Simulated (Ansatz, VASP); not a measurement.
**One calculation of PbSe, two programs**

Contents of INCAR:

```
SYSTEM = PbSe
PREC = Accurate
ENCUT = 520
EDIFF = 1E-6
ISMEAR = -1
SIGMA = 0.01
LREAL = .False.
LASPH = .True.
NELM = 60
ALGO = Normal
ISIF = 2
LWAVE = .False.
LCHARG = .False.
GGA = PS
NBANDS = 17
```

The input KPOINTS:

```
Automatic mesh
0
Gamma
  9 9 9
  0 0 0
```

POSCAR

```
PbSe
1.0
    0.0000000000      3.0621500000      3.1233930000
    3.0621500000      0.0000000000      3.1233930000
    3.0621500000      3.0621500000      0.0000000000
Pb Se
1 1
Direct
    0.0000000000      0.0000000000      0.0000000000
    0.5000000000      0.5000000000      0.5000000000
```

Input for Ansatz:

```yaml
crystal:
  lattice:
    - [0.0, 3.06215, 3.123393]
    - [3.06215, 0.0, 3.123393]
    - [3.06215, 3.06215, 0.0]
  atoms:
    - { symbol: Pb, position: [0.0, 0.0, 0.0] }
    - { symbol: Se, position: [0.5, 0.5, 0.5] }
kpoints:
  mp_grid: { grid: [9, 9, 9] }
  band_path:
    path:
      - [0.0, 0.0, 0.0]
      - [0.0, 0.5, 0.5]
      - [0.25, 0.75, 0.5]
      - [0.0, 0.5, 0.0]
      - [0.0, 0.0, 0.0]
      - [0.5, 0.5, 0.0]
      - [0.3701460977, 0.6298539023, 0.0]
      - [-0.3701460977, 0.3701460977, 0.0]
      - [0.0, 0.0, 0.0]
    npoints: 5
scf:
  occupations: { method: fermi_dirac, width: 0.01 }
hamiltonian:
  xc: pbesol
  pseudopotentials: { kind: all_electron, lapw: { basis_error: 0.00025 } }
output:
  forces: true
  stress: true
  eigenvalues: true
```

Change from the starting cell: zz strain of +2 %.

Alike in both runs: task single point; functional PBEsol; k mesh 9 × 9 × 9; occupations fermi-dirac, width 0.01 eV; no spin polarisation.

|  | VASP | Ansatz |
| --- | --- | --- |
| version | VASP 6.6.1 | Ansatz 0.2.0 |
| potentials or method | VASP PAW PBE potentials, release 64 (Pb_d, Se), cutoff 520 eV | all-electron LAPW, scalar-relativistic |

|  | VASP | Ansatz | Ansatz less VASP |
| --- | --- | --- | --- |
| gap on the k mesh at the Fermi level (eV) | 0.66 | 0.66 | -0.002 |
| pressure (GPa) | -1.5 | -1.5 | +0.02 |
| traceless stress, the component that is largest in VASP (GPa) | -1.39 | -1.38 | +0.007 |

VASP's potentials were made for PBE, not for PBEsol. Ansatz ran all-electron here, and VASP with PAW potentials.

Neither program's run includes spin-orbit coupling.
